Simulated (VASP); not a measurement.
# C (P1) in VASP: single point with r2SCAN

Aim: the single point of C with r2SCAN.

Everything below comes from runs of VASP 6.6.1. Logs are shortened: lines on timing, memory, paths and dates and some standing lists are left out, and cuts for length are marked.

## 1. The cell of the first run

The typed cell holds 8 atoms: a = 4.207 Å, b = 4.207 Å, c = 4.207 Å, α = 109.47°, β = 109.47°, γ = 109.47°.

## 2. Single point, r2SCAN (atom 1 (C) moved -0.060 Å along Cartesian [1 1 0])

POSCAR reads:

```
C
1.0
   -2.4291088834      2.4291088834      2.4291088834
    2.4291088834     -2.4291088834      2.4291088834
    2.4291088834      2.4291088834     -2.4291088834
C
8
Direct
    0.3167222474     -0.0087329158     -0.0174658317
    0.6745448368      0.6745448368      0.6745448368
    0.0000000000      0.3254551632      0.0000000000
    0.0000000000      0.0000000000      0.3254551632
    0.0000000000      0.6745448368      0.0000000000
    0.3254551632      0.3254551632      0.3254551632
    0.6745448368      0.0000000000      0.0000000000
    0.0000000000      0.0000000000      0.6745448368
```

INCAR.step1 reads:

```
SYSTEM = C
PREC     = Accurate       ! precision mode
ENCUT    = 660            ! plane-wave cutoff, eV
ISMEAR   = 0              ! smearing method
SIGMA    = 0.05           ! smearing width, eV
LREAL    = .FALSE.        ! projectors in reciprocal space
LASPH    = .TRUE.         ! aspherical terms in the spheres
NELM     = 120            ! most SCF steps
NBANDS   = 26             ! bands
GGA      = PE             ! functional
ALGO     = Normal         ! electronic algorithm
EDIFF    = 1E-5           ! SCF threshold, eV
LWAVE    = .TRUE.         ! write WAVECAR
LCHARG   = .FALSE.        ! write CHGCAR
GGA_COMPAT= .FALSE.
```

INCAR.step2 reads:

```
SYSTEM = C
PREC     = Accurate       ! precision mode
ENCUT    = 660            ! plane-wave cutoff, eV
EDIFF    = 1E-6           ! SCF threshold, eV
ISMEAR   = 0              ! smearing method
SIGMA    = 0.05           ! smearing width, eV
LREAL    = .FALSE.        ! projectors in reciprocal space
LASPH    = .TRUE.         ! aspherical terms in the spheres
NELM     = 120            ! most SCF steps
ALGO     = Normal         ! electronic algorithm
ISIF     = 2              ! what is computed and relaxed
LWAVE    = .FALSE.        ! write WAVECAR
LCHARG   = .FALSE.        ! write CHGCAR
METAGGA  = R2SCAN         ! meta-GGA
LMIXTAU  = .TRUE.       
NBANDS   = 26             ! bands
ISTART   = 1            
GGA_COMPAT= .FALSE.
```

KPOINTS reads:

```
regular mesh
0
G
  8 8 8
  0 0 0
```

Potentials or basis: VASP PAW PBE potentials, release 64 (C).

The run is started by

```bash
$ cat potpaw_PBE.64/C/POTCAR > POTCAR
$ cp INCAR.step1 INCAR
$ mpirun -np 1 vasp_std > vasp.out
$ cp INCAR.step2 INCAR
$ mpirun -np 1 vasp_std > vasp.out
```

OUTCAR:

```text
SYSTEM = C
   PREC = Accurate
   ENCUT = 660
   EDIFF = 1E-6
   ISMEAR = 0
   LREAL = .FALSE.
   LASPH = .TRUE.
   NELM = 120
   ISIF = 2
   METAGGA = R2SCAN
   ISTART = 1

 ion  position               nearest neighbor table
   1  0.317  0.991  0.983-   7 1.47   8 1.54   5 1.58   6 1.62
   2  0.675  0.675  0.675-   6 1.47   5 1.58   7 1.58   8 1.58
   3  0.000  0.325  0.000-   5 1.47   6 1.58   7 1.58   8 1.58
   4  0.000  0.000  0.325-   8 1.47   6 1.58   7 1.58   5 1.58
   5  0.000  0.675  0.000-   3 1.47   2 1.58   4 1.58   1 1.58
   6  0.325  0.325  0.325-   2 1.47   3 1.58   4 1.58   1 1.62
   7  0.675  0.000  0.000-   1 1.47   2 1.58   3 1.58   4 1.58
   8  0.000  0.000  0.675-   4 1.47   1 1.54   3 1.58   2 1.58

  LATTYP: Found a body centered cubic cell.
 ALAT       =     4.8582177668

  Lattice vectors:

 A1 = (  -2.4291088834,   2.4291088834,   2.4291088834)
 A2 = (   2.4291088834,  -2.4291088834,   2.4291088834)
 A3 = (   2.4291088834,   2.4291088834,  -2.4291088834)

Analysis of symmetry for initial positions (statically):
=====================================================================
 Subroutine PRICEL returns:
 Original cell was already a primitive cell.

 Routine SETGRP: Setting up the symmetry group for a
 body centered cubic supercell.

 Subroutine GETGRP returns: Found  1 space group operations
 (whereof  1 operations were pure point group operations)
 out of a pool of 48 trial point group operations.

The static configuration has the point symmetry C_1 .

Analysis of symmetry for dynamics (positions and initial velocities):
=====================================================================
 Subroutine PRICEL returns:
 Original cell was already a primitive cell.

 Routine SETGRP: Setting up the symmetry group for a
 body centered cubic supercell.

 Subroutine GETGRP returns: Found  1 space group operations
 (whereof  1 operations were pure point group operations)
 out of a pool of 48 trial point group operations.

The dynamic configuration has the point symmetry C_1 .

 Subroutine INISYM returns: Found  1 space group operations
 (whereof  1 operations are pure point group operations),
 and found     1 'primitive' translations

----------------------------------------------------------------------------------------

                                     Primitive cell

  volume of cell :      57.3325

  direct lattice vectors                    reciprocal lattice vectors
    -2.429108883  2.429108883  2.429108883     0.000000000  0.205836800  0.205836800
     2.429108883 -2.429108883  2.429108883     0.205836800  0.000000000  0.205836800
     2.429108883  2.429108883 -2.429108883     0.205836800  0.205836800  0.000000000

  length of vectors
     4.207340003  4.207340003  4.207340003     0.291097195  0.291097195  0.291097195

  position of ions in fractional coordinates (direct lattice)
     0.316722247  0.991267084  0.982534168
     0.674544837  0.674544837  0.674544837
     0.000000000  0.325455163  0.000000000
     0.000000000  0.000000000  0.325455163
     0.000000000  0.674544837  0.000000000
     0.325455163  0.325455163  0.325455163
     0.674544837  0.000000000  0.000000000
     0.000000000  0.000000000  0.674544837

  ion indices of the primitive-cell ions
   primitive index   ion index
                 1           1
                 2           2
                 3           3
                 4           4
                 5           5
                 6           6
                 7           7
                 8           8

----------------------------------------------------------------------------------------

 KPOINTS: regular mesh

Automatic generation of k-mesh.
 Grid dimensions read from file:
 generate k-points for:    8    8    8

 Generating k-lattice:

  Cartesian coordinates                     Fractional coordinates (reciprocal lattice)
     0.000000000  0.025729600  0.025729600     0.125000000  0.000000000  0.000000000
     0.025729600  0.000000000  0.025729600     0.000000000  0.125000000  0.000000000
     0.025729600  0.025729600  0.000000000     0.000000000  0.000000000  0.125000000

  Length of vectors
     0.036387149  0.036387149  0.036387149

  Shift w.r.t. Gamma in fractional coordinates (k-lattice)
     0.000000000  0.000000000  0.000000000

 Subroutine IBZKPT returns following result:
 ===========================================

 Found    260 irreducible k-points:

 Following reciprocal coordinates:
            Coordinates               Weight
  0.000000  0.000000  0.000000      1.000000
  0.125000  0.000000  0.000000      2.000000
  0.000000  0.125000  0.000000      2.000000
  0.000000  0.000000  0.125000      2.000000
  0.125000  0.000000 -0.125000      2.000000
  0.125000 -0.125000  0.000000      2.000000
[... 16 lines left out ...]
  0.500000  0.000000  0.500000      1.000000
  0.500000  0.500000  0.000000      1.000000
 [... further k-points ...]
   k-points           NKPTS =    260   k-points in BZ     NKDIM =    260   number of bands    NBANDS=     26
   number of dos      NEDOS =    301   number of ions     NIONS =      8
   total plane-waves  NPLWV =  46656
   dimension x,y,z NGX =    36 NGY =   36 NGZ =   36
   dimension x,y,z NGXF=    72 NGYF=   72 NGZF=   72
   ions per type =               8
   NGX,Y,Z   is equivalent  to a cutoff of  14.22, 14.22, 14.22 a.u.
   NGXF,Y,Z  is equivalent  to a cutoff of  28.45, 28.45, 28.45 a.u.
 SYSTEM =  C
   PREC   = accura    normal or accurate (medium, high low for compatibility)
   ISTART =      1    job   : 0-new  1-cont  2-samecut
   ICHARG =      0    charge: 1-file 2-atom 10-const
   ISPIN  =      1    spin polarized calculation?
   LNONCOLLINEAR =      F non collinear calculations
   LSORBIT =      F    spin-orbit coupling
   LASPH  =      T    aspherical Exc in radial PAW
   ENCUT  =  660.0 eV  48.51 Ry    6.96 a.u.   8.81  8.81  8.81*2*pi/ulx,y,z
   NELM   =    120;   NELMIN=  2; NELMDL=  0     # of ELM steps
   EDIFF  = 0.1E-05   stopping-criterion for ELM
   LREAL  =      F    real-space projection
   EDIFFG = 0.1E-04   stopping-criterion for IOM
   NSW    =      0    number of steps for IOM
   IBRION =     -1    ionic relax: 0-MD 1-quasi-New 2-CG
   NFREE  =      0    steps in history (QN), initial steepest desc. (CG)
   ISIF   =      2    stress and relaxation
   ISYM   =      2    0-nonsym 1-usesym 2-fastsym
   POTIM  = 0.5000    time-step for ionic-motion
   TEBEG  =    0.0;   TEEND  =   0.0 temperature during run
   PSTRESS=    0.0 pullay stress
   NELECT =      32.0000    total number of electrons
   NUPDOWN=      -1.0000    fix difference up-down
   EMIN   =  10.00;   EMAX   =-10.00  energy-range for DOS
   EFERMI =   0.00;   METHOD = LEGACY
   ISMEAR =     0;   SIGMA  =   0.05  broadening in eV -4-tet -1-fermi 0-gaus
   EFERMI_NEDOS =   21; number of points for ismear=-14 and -15
   IALGO  =     38    algorithm
   IMIX   =      4    mixing-type and parameters
     AMIX     =   0.40;   BMIX     =  1.00
     AMIX_MAG =   1.60;   BMIX_MAG =  1.00
  volume/ion in A,a.u.               =       7.17        48.36
  Fermi-wavevector in a.u.,A,eV,Ry     =   1.347901  2.547163 24.719552  1.816836
  Thomas-Fermi vector in A             =   2.475613
   LORBIT       =      0    0 simple, 1 ext, 2 COOP (PROOUT), +10 PAW based schemes
   METAGGA = R2SCAN    functional components
   LHFCALC =     F    Hartree Fock is set to
   AEXX    =    0.0000 exact exchange contribution
   IVDW    =     0    specifies the selected vdW correction
   LEPSILON=     F    determine dielectric tensor
   LRPA    =     F    only Hartree local field effects (RPA)
 non-spin polarized calculation
 Gauss-broadening in eV      SIGMA  =   0.05
  energy-cutoff  :      660.00
  volume of cell :       57.33
 maximum number of plane-waves:      2234
   NGX = 17   NGY = 17   NGZ = 17

 number of electron      32.0000001 magnetization

 Free energy of the ion-electron system (eV)
  ---------------------------------------------------
  ext. energy  EPLUGINS =         0.00000000
  ---------------------------------------------------
  free energy    TOTEN  =       -72.99155036 eV

  energy without entropy =      -72.99155036  energy(sigma->0) =      -72.99155036

 E-fermi :   7.1168     XC(G=0): -12.4567

 val. band max:        6.8041627494   @ k =   0.5000   0.5000   0.5000
 cond. band min:       9.7273859770   @ k =   0.1250   0.1250   0.1250
 fundamental gap:      2.9232232275
 Fermi energy:         7.1168328684

 k-point     1 :       0.0000    0.0000    0.0000
  band No.  band energies     occupation
      1     -15.4661      2.00000
      2      -7.1563      2.00000
      3      -6.9695      2.00000
      4      -6.8074      2.00000
      5      -6.1335      2.00000
      6      -6.0819      2.00000
[... 18 lines left out ...]
     25      18.4160      0.00000
     26      18.5483      0.00000

 k-point     2 :       0.1250    0.0000    0.0000
  band No.  band energies     occupation
      1     -15.3623      2.00000
      2      -7.9798      2.00000
      3      -7.6971      2.00000
      4      -6.9350      2.00000
      5      -6.2208      2.00000
      6      -5.8138      2.00000
[... 18 lines left out ...]
     25      18.4136      0.00000
     26      18.6599      0.00000

 k-point     3 :       0.0000    0.1250    0.0000
  band No.  band energies     occupation
      1     -15.3621      2.00000
      2      -8.0633      2.00000
      3      -7.5040      2.00000
      4      -7.0822      2.00000
      5      -6.1750      2.00000
      6      -5.8745      2.00000
[... 18 lines left out ...]
     25      18.3149      0.00000
     26      18.4320      0.00000

 k-point     4 :       0.0000    0.0000    0.1250
  band No.  band energies     occupation
      1     -15.3614      2.00000
      2      -8.0849      2.00000
      3      -7.5987      2.00000
      4      -6.9252      2.00000
      5      -6.1787      2.00000
      6      -5.8553      2.00000
[... 18 lines left out ...]
     25      18.3099      0.00000
     26      18.5463      0.00000
[... 496 lines left out ...]
      1     -14.5221      2.00000
      2     -10.8436      2.00000
      3      -8.8493      2.00000
      4      -6.7087      2.00000
      5      -6.6318      2.00000
      6      -6.0034      2.00000
[... 18 lines left out ...]
     25      18.3978      0.00000
     26      19.2566      0.00000

 k-point    23 :       0.5000    0.0000    0.5000
  band No.  band energies     occupation
      1     -14.5107      2.00000
      2     -10.9113      2.00000
      3      -8.7770      2.00000
      4      -6.7155      2.00000
      5      -6.5926      2.00000
      6      -6.0557      2.00000
[... 18 lines left out ...]
     25      18.3608      0.00000
     26      19.2450      0.00000

 k-point    24 :       0.5000    0.5000    0.0000
  band No.  band energies     occupation
      1     -14.5240      2.00000
      2     -10.8340      2.00000
      3      -8.8522      2.00000
      4      -6.7189      2.00000
      5      -6.6373      2.00000
      6      -6.0013      2.00000
[... 18 lines left out ...]
     25      18.4566      0.00000
     26      19.2013      0.00000

 [... further k-points ...]

------------------------ aborting loop because EDIFF is reached ----------------------------------------

  FORCE on cell =-STRESS in cart. coord.  units (eV):
  Direction    XX          YY          ZZ          XY          YZ          ZX
  --------------------------------------------------------------------------------------
  -------------------------------------------------------------------------------------
  Total       -0.8498383      1.2015340      0.0594158     -0.0494688     -0.0156981      0.0100848
  in kB      -23.7490351     33.5772943      1.6603943     -1.3824243     -0.4386900      0.2818228
  external PRESSURE =       3.8295512 kB  Pullay stress =       0.0000000 kB

 VOLUME and BASIS-vectors are now :
 -----------------------------------------------------------------------------
  energy-cutoff  :      660.00
  volume of cell :       57.33
      direct lattice vectors                 reciprocal lattice vectors
    -2.429108883  2.429108883  2.429108883     0.000000000  0.205836800  0.205836800
     2.429108883 -2.429108883  2.429108883     0.205836800  0.000000000  0.205836800
     2.429108883  2.429108883 -2.429108883     0.205836800  0.205836800  0.000000000

 POSITION                                       TOTAL-FORCE (eV/Angst)
 -----------------------------------------------------------------------------------
      4.02523      0.74814      0.79057         1.241313      1.534503      0.012890
      1.63854      1.63854      1.63854        -0.127386     -0.132925     -0.077374
      0.79057     -0.79057      0.79057        -0.036820     -0.080397      0.027696
      0.79057      0.79057     -0.79057        -0.079207     -0.082819      0.019232
      1.63854     -1.63854      1.63854        -0.174999     -0.122147     -0.015118
      0.79057      0.79057      0.79057        -0.387856     -0.137234      0.014244
     -1.63854      1.63854      1.63854        -0.252202     -0.351529     -0.026086
      1.63854      1.63854     -1.63854        -0.182843     -0.627452      0.044517
 -----------------------------------------------------------------------------------
    total drift:                                0.000021     -0.000008     -0.000017

  FREE ENERGIE OF THE ION-ELECTRON SYSTEM (eV)
  ---------------------------------------------------
  free  energy   TOTEN  =       -72.9915503611 eV

  energy  without entropy=      -72.9915503611  energy(sigma->0) =      -72.99155036
```

Wall time 37 min (1 thread of Oxide Virtual Turin-like, shared host); peak memory 0.44 GiB.

What came out:

| Quantity | Value |
| --- | --- |
| Free energy | -72.9916 eV |
| Pressure | 0.4 GPa |
| Largest force | 1.974 eV/Å |
| Band gap on the k mesh | 2.92 eV (least direct gap 3.90 eV) |

Forces on the atoms (eV/Å):
```
C    1.241  1.535  0.013
C   -0.127 -0.133 -0.077
C   -0.037 -0.080  0.028
C   -0.079 -0.083  0.019
C   -0.175 -0.122 -0.015
C   -0.388 -0.137  0.014
C   -0.252 -0.352 -0.026
C   -0.183 -0.627  0.045
```

Stress tensor (GPa, compression positive):
```
-2.37 -0.14  0.03
-0.14  3.36 -0.04
 0.03 -0.04  0.17
```

Levels at points of the mesh, in eV from the valence-band top:
```
           k point  band 14  band 15  band 16  band 17  band 18  band 19
(0.00, 0.00, 0.00)    -0.74    -0.54    -0.35     3.81     4.00     4.17
(0.50, 0.00, 0.00)    -3.50    -2.53    -2.40     4.01     5.38     6.16
(0.00, 0.50, 0.00)    -3.32    -2.62    -2.35     3.93     5.73     5.96
(0.00, 0.00, 0.50)    -3.37    -2.63    -2.41     3.92     5.48     5.99
(0.50, 0.00, 0.50)    -3.34    -2.77    -2.34     3.84     5.54     5.79
(0.50, 0.50, 0.00)    -3.43    -2.68    -2.35     3.90     5.48     5.98
(0.00, 0.50, 0.50)    -3.37    -2.64    -2.48     3.93     5.21     6.08
(0.50, 0.50, 0.50)    -0.41    -0.21     0.00     3.90     5.81     5.98
```

Caveat: the cell differs from its parent crystal (atom 1 (C) moved -0.060 Å along Cartesian [1 1 0]); the stress differs along the axes, from -2 to 3 GPa; the PAW data sets were made with another functional, which shifts forces and pressure a little.
